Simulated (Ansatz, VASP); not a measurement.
# NbTe: VASP beside Ansatz

```
Nb Te
1.0
     3.42570    0.00000    0.00000
     0.00000    3.42570    0.00000
     0.00000    0.00000    3.42570
Nb Te
1 1
Direct
  0.50000 0.50000 0.50000
  0.00000 0.00000 0.00000
```

Alike in both runs: task single point; functional PBE; k mesh 8 × 8 × 8; occupations gaussian, width 0.027 eV; no spin polarisation.

|  | VASP | Ansatz |
| --- | --- | --- |
| version | VASP 6.6.1 | Ansatz 0.2.0 |
| potentials or method | VASP PAW PBE potentials, release 64 (Nb_sv, Te) | Ansatz PAW |
| plane-wave cutoff (eV) | 520 | 420 |
| valence electrons in the cell | 19 | 29 |

Ansatz gave:

* gap on the k mesh at the Fermi level (eV): none
* pressure (GPa): -0.1

Task: Which values does VASP return?

Result: gap on the k mesh at the Fermi level (eV): none; pressure (GPa): -0.3.

A gap of «none» marks a metal or a gap that the smearing closes. The functional is the same, so the differences come from potentials, cutoffs and numerics. VASP's potentials hold 19 valence electrons a cell and Ansatz's 29, so a difference there can come from the potentials and not from the codes.

Spin-orbit coupling is off throughout.
